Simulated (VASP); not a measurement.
Here is a VASP 6.6.1 calculation.

INCAR

```
  PREC = Accurate
  ENCUT = 600
  EDIFF = 1E-6
  ISMEAR = 0
  SIGMA = 0.15
  LREAL = F
  LASPH = T
  NELM = 200
  ALGO = Normal
  ISIF = 2
  LWAVE = F
  LCHARG = F
  GGA = PE
  NBANDS = 33
  GGA_COMPAT = F
  LMAXMIX = 6
```

Contents of KPOINTS:

```
regular mesh
0
Gamma
  3 3 2
```

Contents of POSCAR:

```
HoAuF4
1.0
    3.8211562439      0.0000000000      0.0000000000
    0.0000000000      3.8211562439      0.0000000000
    0.0000000000      0.0000000000      6.1705606817
Ho Au F
1 1 4
Direct
    0.5000000000      0.5000000000      0.5000000000
    0.0000000000      0.0000000000      0.0000000000
    0.5000000000      0.0000000000      0.7028352524
    0.0000000000      0.5000000000      0.2971647476
    0.5000000000      0.0000000000      0.2971647476
    0.0000000000      0.5000000000      0.7028352524
```

Potentials or basis: VASP PAW PBE potentials, release 64 (Ho_3, Au, F), 4f in core.

Command:

```sh
$ cat potpaw_PBE.64/Ho_3/POTCAR potpaw_PBE.64/Au/POTCAR potpaw_PBE.64/F/POTCAR > POTCAR
$ mpirun -np 1 vasp_std > vasp.out
```

**Question.** Estimate the band gap on the k mesh.

**Answer.** 0.90 eV (least direct gap 0.95 eV).

**Question.** Estimate the largest force.

**Answer.** 0.066 eV/Å.

Stress tensor (GPa, compression positive):
```
0.43 0.00 0.00
0.00 0.43 0.00
0.00 0.00 0.34
```

Caveat: the k points lie up to 0.55 Å⁻¹ apart; spin-orbit coupling is left out, which moves the levels of the heavy elements; an odd mesh through Γ misses points on the zone boundary, where band edges can lie; the 4f electrons are frozen in the core, so they carry no moment and show no levels.
